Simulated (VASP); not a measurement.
Input of a VASP 6.6.1 run:

Contents of INCAR:

```
PREC = Accurate
ENCUT = 520
EDIFF = 1E-7
ISMEAR = 0
SIGMA = 0.15
LREAL = False
LASPH = True
NELM = 60
ALGO = Fast
ISIF = 2
LWAVE = False
LCHARG = False
GGA = PE
NBANDS = 18
```

File KPOINTS:

```
regular mesh
0
Gamma
  16 16 16
```

POSCAR

```
ZnCu
1.0
    3.2633502138     -0.7288410521     -0.7288410521
   -0.7288410521      3.2633502138     -0.7288410521
   -0.7288410521     -0.7288410521      3.2633502138
Zn Cu
1 1
Direct
    0.5000000000      0.5000000000      0.5000000000
    0.0000000000      0.0000000000      0.0000000000
```

Potentials or basis: VASP PAW PBE potentials, release 64 (Zn, Cu).

Command:

```console
$ cat potpaw_PBE.64/Zn/POTCAR potpaw_PBE.64/Cu/POTCAR > POTCAR
$ mpirun -np 1 vasp_std > vasp.out
```

Task: Estimate the band gap on the k mesh.

Result: Zero (an odd number of electrons rules out a gap without spin polarisation).

Task: Predict the pressure.

Result: 164.5 GPa.

Stress tensor (GPa, compression positive):
```
164.51 168.78 168.78
168.78 164.51 168.78
168.78 168.78 164.51
```

Caveat: atoms lie so close that the PAW spheres overlap strongly, which falsifies energies and pressures; the cell stands under pressure.
